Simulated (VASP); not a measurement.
The system is ZnGa2O2.

```
CELL_PARAMETERS angstrom
4.80212 0.00000 0.00000
-2.40106 4.15876 0.00000
0.00000 0.00000 3.63026
ATOMIC_POSITIONS crystal
Zn 0.00000 0.00000 0.00000
Ga 0.33333 0.66667 0.00000
Ga 0.66667 0.33333 0.00000
O 0.33333 0.66667 0.50000
O 0.66667 0.33333 0.50000
```

The cell was built from a structure type or drawn by symmetry, and may not be a known phase.

* Program: VASP 6.6.1
* Task: relaxation of cell and atoms
* Functional: PBE
* Potentials or basis: VASP PAW PBE potentials, release 64 (Zn, Ga_d, O)
* Cutoff: 600 eV
* k mesh: 6 × 6 × 6
* Occupations: gaussian, width 0.1 eV
* Spin: no spin polarisation

At the start: pressure 6.1 GPa; volume 14.50 Å³/atom.

How do energy, volume and symmetry change on relaxing?

Over 8 steps the energy falls by 52.5 meV/atom and the volume is 17.59 Å³/atom (+21.3 %); space group P6/mmm (No. 191, to 0.1 Å) before and after.

Step by step:
```tsv
step	energy change (eV)	largest force (eV/Å)	pressure (GPa)	volume (Å³)
1	0.0000	0.0000	6.05	72.50
2	-0.1415	0.0000	0.47	78.39
3	-0.1527	0.0000	-1.78	81.94
4	-0.2452	0.0000	-0.04	84.56
5	-0.2577	0.0000	0.74	85.76
6	-0.2578	0.0000	0.84	85.86
7	-0.2615	0.0000	0.32	87.15
8	-0.2623	0.0000	0.01	87.96
```

Final structure:
```yaml
crystal:
  lattice:
    - [5.28954, 0.00000, 0.00000]
    - [-2.64477, 4.58088, 0.00000]
    - [0.00000, 0.00000, 3.63029]
  atoms:
    - { symbol: Zn, position: [0.00000, 0.00000, 0.00000] }
    - { symbol: Ga, position: [0.33333, 0.66667, 0.00000] }
    - { symbol: Ga, position: [0.66667, 0.33333, 0.00000] }
    - { symbol: O, position: [0.33333, 0.66667, 0.50000] }
    - { symbol: O, position: [0.66667, 0.33333, 0.50000] }
```

Caveat: the volume moved by over 15 % at a fixed basis, so the end points are rough.
